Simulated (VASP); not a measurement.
Write the native input for VASP 6.6.1 that does the following.

| Property | Result |
| --- | --- |
| Task | single point |
| Functional | PBE |
| Potentials or basis | VASP PAW PBE potentials, release 64 (Li_sv, Sb) |
| Cutoff | 520 eV |
| k mesh | 6 × 6 × 2 |
| Occupations | gaussian, width 0.1 eV |
| Spin | no spin polarisation |
| Dipole correction | no |
| Further INCAR settings | ALGO = Normal; EDIFF = 1e-07; NBANDS = 29 |

The structure of LiSb7 lies in POSCAR:

```
LiSb7
1.0
    5.2714655800      0.0000000000      0.0000000000
   -2.6357327900      4.5652231100      0.0000000000
    0.0000000000      0.0000000000     10.6868237500
Li Sb
1 7
Direct
    0.0000000000      0.0000000000      0.5000000000
    0.3130793100      0.0000000000      0.6590816000
    0.0000000000      0.3130793100      0.6590816000
    0.6869206900      0.6869206900      0.6590816000
    0.3130793100      0.0000000000      0.3409184000
    0.0000000000      0.3130793100      0.3409184000
    0.6869206900      0.6869206900      0.3409184000
    0.0000000000      0.0000000000      0.0000000000
```

The cell was generated, and may not be a known phase.

These files were run (other wordings do the same):

INCAR

```
SYSTEM = LiSb7
PREC = Accurate
ENCUT = 520
EDIFF = 1E-7
ISMEAR = 0
SIGMA = 0.1
LREAL = .FALSE.
LASPH = .TRUE.
NELM = 60
ALGO = Normal
ISIF = 2
LWAVE = .FALSE.
LCHARG = .FALSE.
GGA = PE
NBANDS = 29
```

KPOINTS

```
Automatic mesh
0
G
  6 6 2
  0 0 0
```

Potentials or basis: VASP PAW PBE potentials, release 64 (Li_sv, Sb).

Launch:

```sh
$ cat potpaw_PBE.64/Li_sv/POTCAR potpaw_PBE.64/Sb/POTCAR > POTCAR
$ mpirun -np 1 vasp_std > vasp.out
```

It gave:

```json
{"Largest force": "1.908 eV/Å", "Band gap on the k mesh": "zero (bands 19 and 20 overlap by 0.93 eV)"}
```

Caveat: spin-orbit coupling is left out, which moves the levels of the heavy elements; forces of over 1 eV/Å act on the atoms, so gaps and moduli don't describe the material at rest.

Wall time 120 s on 1 thread of Intel(R) Xeon(R) Platinum 8488C (Sapphire Rapids) (shared host), peak memory 0.38 GiB.
